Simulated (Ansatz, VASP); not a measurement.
# MgCd3O4: VASP beside Ansatz

```
Mg Cd O
1.0
     3.30874    0.00000    0.00000
     0.00000    3.30874    0.00000
     0.00000    0.00000    9.32852
Mg Cd O
1 3 4
Direct
  0.00000 0.00000 0.50000
  0.00000 0.00000 0.00000
  0.50000 0.50000 0.25664
  0.50000 0.50000 0.74336
  0.00000 0.00000 0.26797
  0.50000 0.50000 0.50000
  0.00000 0.00000 0.73203
  0.50000 0.50000 0.00000
```

Alike in both runs: functional PBE; k mesh 6 × 6 × 2; occupations gaussian, width 0.1 eV; no spin polarisation.

Ansatz relaxed the structure, and its values are those at the end. VASP's run is a single point on that final structure, the one shown.

|  | VASP | Ansatz |
| --- | --- | --- |
| version | VASP 6.6.1 | Ansatz 0.2.0 |
| potentials or method | VASP PAW PBE potentials, release 64 (Mg, Cd, O), cutoff 520 eV | scalar-relativistic, plane waves, PAW |
| valence electrons in the cell | 62 | 94 |

VASP gave:

* gap on the k mesh at the Fermi level (eV): none
* pressure (GPa): 1.0
* rms of the force components (eV/Å): 0.014

What did Ansatz give for the same quantities?

gap on the k mesh at the Fermi level (eV): none; pressure (GPa): 0.0; rms of the force components (eV/Å): 0.000.

A gap of «none» marks a metal or a gap that the smearing closes. VASP's potentials hold 62 valence electrons a cell and Ansatz's 94, so a difference there can come from the potentials and not from the codes.
